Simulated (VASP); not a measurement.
# AlIn2 (Fm-3m) in VASP: notebook, part 2 of 3

VASP 6.6.1.

## (4) Relaxation of cell and atoms, PBE

File INCAR:

```
ALGO = Normal ; EDIFF = 1E-7
EDIFFG = -0.04 ; ENCUT = 600
GGA = PE ; IBRION = 2
ISIF = 3 ; ISMEAR = 0
LASPH = True ; LCHARG = False
LREAL = False ; LWAVE = False
NELM = 100 ; NSW = 90
PREC = Accurate ; SIGMA = 0.1
```

File KPOINTS:

```
k-points
0
Gamma
  6 6 6
```

File POSCAR:

```
AlIn2
1.0
    0.0000000000      2.9989721000      2.9989721000
    2.9989721000      0.0000000000      2.9989721000
    2.9989721000      2.9989721000      0.0000000000
Al In
1 2
Direct
    0.0000000000      0.0000000000      0.0000000000
    0.2500000000      0.2500000000      0.2500000000
    0.7500000000      0.7500000000      0.7500000000
```

Potentials or basis: VASP PAW PBE potentials, release 64 (Al, In_d).

Launch:

```bash
> cat potpaw_PBE.64/Al/POTCAR potpaw_PBE.64/In_d/POTCAR > POTCAR
> mpirun -np 1 vasp_std > vasp.out
```

OUTCAR:

```text
EDIFF = 1E-7
   EDIFFG = -0.04
   ENCUT = 600
   GGA = PE
   IBRION = 2
   ISIF = 3
   ISMEAR = 0
   LASPH = True
   LREAL = False
   NELM = 100
   NSW = 90
   PREC = Accurate

 ion  position               nearest neighbor table
   1  0.000  0.000  0.000-   3 2.60   3 2.60   3 2.60   2 2.60   3 2.60   2 2.60   2 2.60   2 2.60

   2  0.250  0.250  0.250-   1 2.60   1 2.60   1 2.60   1 2.60   3 3.00   3 3.00   3 3.00   3 3.00
                             3 3.00   3 3.00
   3  0.750  0.750  0.750-   1 2.60   1 2.60   1 2.60   1 2.60   2 3.00   2 3.00   2 3.00   2 3.00
                             2 3.00   2 3.00

  LATTYP: Found a face centered cubic cell.
 ALAT       =     5.9979442000

  Lattice vectors:

 A1 = (   0.0000000000,   2.9989721000,   2.9989721000)
 A2 = (   2.9989721000,   0.0000000000,   2.9989721000)
 A3 = (   2.9989721000,   2.9989721000,   0.0000000000)

Analysis of symmetry for initial positions (statically):
=====================================================================
 Subroutine PRICEL returns:
 Original cell was already a primitive cell.

 Routine SETGRP: Setting up the symmetry group for a
 face centered cubic supercell.

 Subroutine GETGRP returns: Found 48 space group operations
 (whereof 48 operations were pure point group operations)
 out of a pool of 48 trial point group operations.

The static configuration has the point symmetry O_h .

Analysis of symmetry for dynamics (positions and initial velocities):
=====================================================================
 Subroutine PRICEL returns:
 Original cell was already a primitive cell.

 Routine SETGRP: Setting up the symmetry group for a
 face centered cubic supercell.

 Subroutine GETGRP returns: Found 48 space group operations
 (whereof 48 operations were pure point group operations)
 out of a pool of 48 trial point group operations.

The dynamic configuration has the point symmetry O_h .

 Subroutine INISYM returns: Found 48 space group operations
 (whereof 48 operations are pure point group operations),
 and found     1 'primitive' translations

[... 81 lines left out ...]
   ISPIN  =      1    spin polarized calculation?
   LNONCOLLINEAR =      F non collinear calculations
   LSORBIT =      F    spin-orbit coupling
   LASPH  =      T    aspherical Exc in radial PAW
   ENCUT  =  600.0 eV  44.10 Ry    6.64 a.u.   8.47  8.47  8.47*2*pi/ulx,y,z
   NELM   =    100;   NELMIN=  2; NELMDL= -5     # of ELM steps
   EDIFF  = 0.1E-06   stopping-criterion for ELM
   LREAL  =      F    real-space projection
   EDIFFG = -.4E-01   stopping-criterion for IOM
   NSW    =     90    number of steps for IOM
   IBRION =      2    ionic relax: 0-MD 1-quasi-New 2-CG
   NFREE  =      1    steps in history (QN), initial steepest desc. (CG)
   ISIF   =      3    stress and relaxation
   ISYM   =      2    0-nonsym 1-usesym 2-fastsym
   POTIM  = 0.5000    time-step for ionic-motion
   TEBEG  =    0.0;   TEEND  =   0.0 temperature during run
   PSTRESS=    0.0 pullay stress
   NELECT =      29.0000    total number of electrons
   NUPDOWN=      -1.0000    fix difference up-down
   EMIN   =  10.00;   EMAX   =-10.00  energy-range for DOS
   EFERMI =   0.00;   METHOD = LEGACY
   ISMEAR =     0;   SIGMA  =   0.10  broadening in eV -4-tet -1-fermi 0-gaus
   EFERMI_NEDOS =   21; number of points for ismear=-14 and -15
   IALGO  =     38    algorithm
   IMIX   =      4    mixing-type and parameters
     AMIX     =   0.40;   BMIX     =  1.00
     AMIX_MAG =   1.60;   BMIX_MAG =  1.00
  volume/ion in A,a.u.               =      17.98       121.35
  Fermi-wavevector in a.u.,A,eV,Ry     =   1.331144  2.515498 24.108770  1.771945
  Thomas-Fermi vector in A             =   2.460177
   LORBIT       =      0    0 simple, 1 ext, 2 COOP (PROOUT), +10 PAW based schemes
   GGA     = PE    functional components
   LHFCALC =     F    Hartree Fock is set to
   AEXX    =    0.0000 exact exchange contribution
   IVDW    =     0    specifies the selected vdW correction
   LEPSILON=     F    determine dielectric tensor
   LRPA    =     F    only Hartree local field effects (RPA)
 conjugate gradient relaxation of ions
 non-spin polarized calculation
 Gauss-broadening in eV      SIGMA  =   0.10
  energy-cutoff  :      600.00
  volume of cell :       53.94
 maximum number of plane-waves:      1820
 NGX is ok and might be reduce to    36
   NGX = 17   NGY = 17   NGZ = 17

--------------------------------------- Ionic step        1  -------------------------------------------

 number of electron      29.0000002 magnetization

 Free energy of the ion-electron system (eV)
  ---------------------------------------------------
  ext. energy  EPLUGINS =         0.00000000
  ---------------------------------------------------
  free energy    TOTEN  =        -6.50264451 eV

  energy without entropy =       -6.49687381  energy(sigma->0) =       -6.49975916

 E-fermi :  10.9224     XC(G=0): -11.2498

 val. band max:       10.9062219561   @ k =  -0.1667   0.1667   0.0000
 cond. band min:      11.0247392893   @ k =   0.5000   0.0000   0.0000
 fundamental gap:      0.1185173331
 Fermi energy:        10.9223861424
[... 787 lines left out ...]
--------------------------------------- Ionic step        4  -------------------------------------------

 number of electron      28.9999983 magnetization

 Free energy of the ion-electron system (eV)
  ---------------------------------------------------
  ext. energy  EPLUGINS =         0.00000000
  ---------------------------------------------------
  free energy    TOTEN  =        -8.50976212 eV

  energy without entropy =       -8.50106425  energy(sigma->0) =       -8.50541319

 E-fermi :   5.9512     XC(G=0):  -9.4593

 val. band max:        5.8489273974   @ k =  -0.3333   0.5000   0.1667
 cond. band min:       6.0054365793   @ k =   0.1667   0.0000   0.0000
 fundamental gap:      0.1565091819
 Fermi energy:         5.9511523694
[... 364 lines left out ...]
  FREE ENERGIE OF THE ION-ELECTRON SYSTEM (eV)
  ---------------------------------------------------
  free  energy   TOTEN  =        -8.5097621227 eV

  energy  without entropy=       -8.5010642509  energy(sigma->0) =       -8.50541319

 reached required accuracy - stopping structural energy minimisation
```

OSZICAR:

```text
N       E                     dE             d eps       ncg     rms          rms(c)
DAV:   1     0.231145080634E+03    0.23115E+03   -0.15365E+04   576   0.235E+03
DAV:   2     0.884961160932E+01   -0.22230E+03   -0.21938E+03   576   0.443E+02
DAV:   3    -0.634140568079E+01   -0.15191E+02   -0.14943E+02   684   0.139E+02
[... 50 lines left out ...]
DAV:   6    -0.850976864247E+01    0.79940E-04   -0.15933E-04   624   0.117E-01    0.154E-02
DAV:   7    -0.850976100033E+01    0.76421E-05   -0.30497E-05   706   0.629E-02    0.205E-02
DAV:   8    -0.850976175099E+01   -0.75066E-06   -0.33553E-06   606   0.194E-02    0.380E-03
DAV:   9    -0.850976204792E+01   -0.29693E-06   -0.94408E-07   736   0.110E-02    0.311E-03
DAV:  10    -0.850976212270E+01   -0.74779E-07   -0.31945E-08   300   0.194E-03
   4 F= -.85097621E+01 E0= -.85054132E+01  d E =-.200712E+01
```

Run time: 90 s. Hardware: 1 thread of Intel Xeon Platinum 8175M at 2.50GHz (Skylake/Cascade Lake), shared host; peak memory 0.21 GiB.

What came out:

```yaml
Free_energy: -8.5098 eV
Relaxed_volume: 26.56 Å³/atom
Relaxed_cell: a = 4.830 Å, b = 4.830 Å, c = 4.830 Å, α = 60.00°, β = 60.00°, γ = 60.00°
Space_group_after_relaxing_to_0.05_Å: Fm-3m (No. 225)
Energy_gained_by_relaxing: 669.0 meV/atom
Ionic_steps: 4
Pressure_after_relaxing: -0.1 GPa
```

The path:
| step | energy change (eV) | largest force (eV/Å) | pressure (GPa) | volume (Å³) |
| --- | --- | --- | --- | --- |
| 1 | 0.0000 | 0.0000 | 37.22 | 53.94 |
| 2 | -1.7796 | 0.0000 | -4.39 | 93.57 |
| 3 | -2.0035 | 0.0000 | 0.77 | 77.80 |
| 4 | -2.0071 | 0.0000 | -0.15 | 79.69 |

Final structure:
```xyz
3
Lattice="0.0000 3.4156 3.4156 3.4156 0.0000 3.4156 3.4156 3.4156 0.0000" Properties=species:S:1:pos:R:3 pbc="T T T"
Al    0.0000    3.4156    3.4156
In    1.7078    1.7078    1.7078
In    5.1234    5.1234    5.1234
```

Caveat: the volume moved by over 15 % at a fixed basis, so the end points are rough; spin-orbit coupling is left out, which moves the levels of the heavy elements.

## (5) Single point, PBE

This run uses another cell than the first one, of 26.26 Å³/atom, 1.460 times its volume.

File INCAR:

```
SYSTEM = AlIn2
PREC = Accurate
ENCUT = 520
EDIFF = 1E-6
ISMEAR = 0
SIGMA = 0.1
LREAL = .False.
LASPH = .True.
NELM = 60
ALGO = Fast
ISIF = 2
LWAVE = .False.
LCHARG = .False.
GGA = PE
NBANDS = 22
```

File KPOINTS:

```
regular mesh
0
Gamma
  12 12 12
  0 0 0
```

File POSCAR:

```
AlIn2
1.0
    0.0000000000      3.4024503547      3.4024503547
    3.4024503547      0.0000000000      3.4024503547
    3.4024503547      3.4024503547      0.0000000000
Al In
1 2
Direct
    0.0000000000      0.0000000000      0.0000000000
    0.2500000000      0.2500000000      0.2500000000
    0.7500000000      0.7500000000      0.7500000000
```

Potentials or basis: VASP PAW PBE potentials, release 64 (Al, In_d).

Launch:

```bash
> cat potpaw_PBE.64/Al/POTCAR potpaw_PBE.64/In_d/POTCAR > POTCAR
> mpirun -np 1 vasp_std > vasp.out
```

OUTCAR:

```text
SYSTEM = AlIn2
   PREC = Accurate
   ENCUT = 520
   EDIFF = 1E-6
   ISMEAR = 0
   LREAL = .False.
   LASPH = .True.
   NELM = 60
   ISIF = 2
   GGA = PE

 ion  position               nearest neighbor table
   1  0.000  0.000  0.000-   3 2.95   3 2.95   3 2.95   2 2.95   3 2.95   2 2.95   2 2.95   2 2.95

   2  0.250  0.250  0.250-   1 2.95   1 2.95   1 2.95   1 2.95   3 3.40   3 3.40   3 3.40   3 3.40
                             3 3.40   3 3.40
   3  0.750  0.750  0.750-   1 2.95   1 2.95   1 2.95   1 2.95   2 3.40   2 3.40   2 3.40   2 3.40
                             2 3.40   2 3.40

[... 799 lines left out ...]
  --------------------------------------------------------------------------------------
  -------------------------------------------------------------------------------------
  Total       -0.0003106     -0.0003106     -0.0003106      0.0000000      0.0000000      0.0000000
  in kB       -0.0063177     -0.0063177     -0.0063177      0.0000000      0.0000000      0.0000000
  external PRESSURE =      -0.0063177 kB  Pullay stress =       0.0000000 kB

 VOLUME and BASIS-vectors are now :
 -----------------------------------------------------------------------------
  energy-cutoff  :      520.00
  volume of cell :       78.78
      direct lattice vectors                 reciprocal lattice vectors
     0.000000000  3.402450355  3.402450355    -0.146952916  0.146952916  0.146952916
     3.402450355  0.000000000  3.402450355     0.146952916 -0.146952916  0.146952916
     3.402450355  3.402450355  0.000000000     0.146952916  0.146952916 -0.146952916

 POSITION                                       TOTAL-FORCE (eV/Angst)
 -----------------------------------------------------------------------------------
      0.00000      0.00000      0.00000        -0.000000      0.000000      0.000000
      1.70123      1.70123      1.70123         0.000000      0.000000     -0.000000
      5.10368      5.10368      5.10368        -0.000000     -0.000000      0.000000
 -----------------------------------------------------------------------------------
    total drift:                                0.000000      0.000000      0.000000

  FREE ENERGIE OF THE ION-ELECTRON SYSTEM (eV)
  ---------------------------------------------------
  free  energy   TOTEN  =        -8.5355941330 eV

  energy  without entropy=       -8.5294341775  energy(sigma->0) =       -8.53251416
```

OSZICAR:

```text
N       E                     dE             d eps       ncg     rms          rms(c)
DAV:   1     0.227556078522E+03    0.22756E+03   -0.13211E+04  3182   0.152E+03
DAV:   2     0.897130053560E+01   -0.21858E+03   -0.21312E+03  3192   0.372E+02
DAV:   3    -0.803049912253E+01   -0.17002E+02   -0.16814E+02  3894   0.117E+02
DAV:   4    -0.860242263749E+01   -0.57192E+00   -0.57162E+00  3788   0.233E+01
DAV:   5    -0.864219460892E+01   -0.39772E-01   -0.39770E-01  4986   0.516E+00    0.407E+00
RMM:   6    -0.854780777846E+01    0.94387E-01   -0.16149E-01  3647   0.460E+00    0.218E+00
RMM:   7    -0.853512975730E+01    0.12678E-01   -0.70842E-02  3511   0.217E+00    0.442E-01
RMM:   8    -0.853487518286E+01    0.25457E-03   -0.10016E-02  4042   0.138E+00    0.149E-01
RMM:   9    -0.853538869918E+01   -0.51352E-03   -0.36170E-03  4628   0.502E-01    0.154E-01
RMM:  10    -0.853563435149E+01   -0.24565E-03   -0.16011E-03  3875   0.560E-01    0.946E-02
RMM:  11    -0.853554853291E+01    0.85819E-04   -0.72480E-04  4392   0.295E-01    0.188E-02
RMM:  12    -0.853558448724E+01   -0.35954E-04   -0.36382E-04  4649   0.156E-01    0.383E-02
RMM:  13    -0.853559443914E+01   -0.99519E-05   -0.80471E-05  5313   0.632E-02    0.585E-02
RMM:  14    -0.853559413304E+01    0.30610E-06   -0.97257E-06  3781   0.240E-02
   1 F= -.85355941E+01 E0= -.85325142E+01  d E =-.615996E-02
```

stdout:

```text
POSCAR found type information on POSCAR AlIn
 POSCAR found :  2 types and       3 ions
 scaLAPACK will be used
 LDA part: xc-table for (Slater+PW92), standard interpolation
 POSCAR, INCAR and KPOINTS ok, starting setup
 FFT: planning ... GRIDC
 FFT: planning ... GRID_SOFT
 FFT: planning ... GRID
 WAVECAR not read
 entering main loop
```

Wall time 2 min (1 thread of Intel Xeon Platinum 8175M at 2.50GHz (Skylake/Cascade Lake), shared host); peak memory 0.27 GiB.

Results:

```
Free energy : -8.5356 eV
Pressure    : 0.0 GPa
```

Caveat: spin-orbit coupling is left out, which moves the levels of the heavy elements.

[end of part 2 of 3]
